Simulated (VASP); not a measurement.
**Cu: single point with LDA**

The system is Cu.

```
Cu
1.0
    -1.39786    1.39786    1.39786
     1.39786   -1.39786    1.39786
     1.39786    1.39786   -1.39786
Cu
1
Direct
  0.00000 0.00000 0.00000
```

* Program: VASP 6.6.1
* Task: single point
* Functional: LDA
* Potentials or basis: VASP PAW LDA potentials, release 64 (Cu)
* Cutoff: 520 eV
* k mesh: 16 × 16 × 16
* Occupations: fermi-dirac, width 0.1 eV
* Spin: non-collinear spin, zero start, spin-orbit coupling
* Starting moments: [[0.0, 0.0, 0.0]] μB
* Dipole correction: no
* Further INCAR settings: ALGO = Normal; EDIFF = 1e-06; NBANDS = 22

* Pressure: 0.9 GPa
* Net moment: 0.00 μB per cell
* Valence electrons inside the program's atomic spheres: Cu 10.11

Moments on the atoms (μB; x, y, z):
```
Cu  0.00 0.00 0.00
```

It took 31 s on 1 thread of Intel(R) Xeon(R) 6975P-C (Granite Rapids), on a shared host, peak memory 0.17 GiB.
